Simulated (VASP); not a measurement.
Input of a VASP 6.6.1 run:

POSCAR

```
BaS
1.0
    0.0000000000      3.1158840260      3.1158840260
    3.1158840260      0.0000000000      3.1158840260
    3.1158840260      3.1158840260      0.0000000000
Ba S
1 1
Direct
    0.0000000000      0.0000000000      0.0000000000
    0.5000000000      0.5000000000      0.5000000000
```

The input INCAR.step1:

```
SYSTEM = BaS
ALGO     = Normal         ! electronic algorithm
EDIFF    = 1E-4           ! SCF threshold, eV
ENCUT    = 520            ! plane-wave cutoff, eV
GGA      = PE             ! functional
ISMEAR   = 0              ! smearing method
LASPH    = .TRUE.         ! aspherical terms in the spheres
LCHARG   = .FALSE.        ! write CHGCAR
LREAL    = .FALSE.        ! projectors in reciprocal space
LWAVE    = .TRUE.         ! write WAVECAR
NBANDS   = 15             ! bands
NELM     = 100            ! most SCF steps
PREC     = Accurate       ! precision mode
SIGMA    = 0.01           ! smearing width, eV
```

INCAR.step2

```
SYSTEM = BaS
ALGO     = Normal         ! electronic algorithm
EDIFF    = 1E-6           ! SCF threshold, eV
ENCUT    = 520            ! plane-wave cutoff, eV
ISIF     = 2              ! what is computed and relaxed
ISMEAR   = 0              ! smearing method
ISTART   = 1            
LASPH    = .TRUE.         ! aspherical terms in the spheres
LCHARG   = .TRUE.         ! write CHGCAR
LELF     = .TRUE.         ! ELF
LMIXTAU  = .TRUE.       
LREAL    = .FALSE.        ! projectors in reciprocal space
LVHAR    = .TRUE.       
LWAVE    = .FALSE.        ! write WAVECAR
METAGGA  = R2SCAN         ! meta-GGA
NBANDS   = 15             ! bands
NELM     = 100            ! most SCF steps
PREC     = Accurate       ! precision mode
SIGMA    = 0.01           ! smearing width, eV
```

The input KPOINTS:

```
k-points
0
G
  6 6 6
  0 0 0
```

Potentials or basis: VASP PAW PBE potentials, release 64 (Ba_sv, S).

Run with:

```sh
$ cat potpaw_PBE.64/Ba_sv/POTCAR potpaw_PBE.64/S/POTCAR > POTCAR
$ cp INCAR.step1 INCAR
$ mpirun -np 1 vasp_std > vasp.out
$ cp INCAR.step2 INCAR
$ mpirun -np 1 vasp_std > vasp.out
```

(1) What does it give for the pressure?

(2) Predict the band gap on the k mesh.

## Answers

(1) 5.8 GPa.

(2) 2.32 eV, indirect (least direct gap 2.40 eV).

Caveat: the PAW data sets were made with another functional, which shifts forces and pressure a little; spin-orbit coupling is left out, which moves the levels of the heavy elements.
